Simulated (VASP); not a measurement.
Write the native input for VASP 6.6.1 that does the following.

```
Task                   : single point
Functional             : PBE
Potentials or basis    : VASP PAW PBE potentials, release 64 (Pd)
Cutoff                 : 520 eV
k mesh                 : 16 × 16 × 16
Occupations            : fermi-dirac, width 0.1 eV
Spin                   : no spin polarisation
Dipole correction      : no
Further INCAR settings : ALGO = Normal; EDIFF = 1e-06; NBANDS = 11
```

The structure of Pd lies in POSCAR:

```
Pd
1.0
    0.0000000000      1.7350540361      1.7350540361
    1.7350540361      0.0000000000      1.7350540361
    1.7350540361      1.7350540361      0.0000000000
Pd
1
Direct
    0.0000000000      0.0000000000      0.0000000000
```

This cell differs from its parent crystal: volume scaled by 0.68.

The input as run:

INCAR

```
SYSTEM = Pd
ALGO = Normal
EDIFF = 1E-6
ENCUT = 520
GGA = PE
ISIF = 2
ISMEAR = -1
LASPH = .TRUE.
LCHARG = .TRUE.
LELF = .TRUE.
LREAL = .FALSE.
LVHAR = .TRUE.
LWAVE = .FALSE.
NBANDS = 11
NELM = 100
PREC = Accurate
SIGMA = 0.1
```

KPOINTS

```
k-points
0
G
  16 16 16
  0 0 0
```

Potentials or basis: VASP PAW PBE potentials, release 64 (Pd).

Launch:

```bash
$ cat potpaw_PBE.64/Pd/POTCAR > POTCAR
$ mpirun -np 1 vasp_std > vasp.out
```

It gave:

```yaml
Pressure: 179.9 GPa
Band_gap_on_the_k_mesh: zero (band 5 reaches 17.54 eV, above the bottom of band 6 at 14.67 eV)
```

Wall time 8.3 s on 1 thread of Intel(R) Xeon(R) 6975P-C (Granite Rapids), on a shared host, peak memory 0.13 GiB.
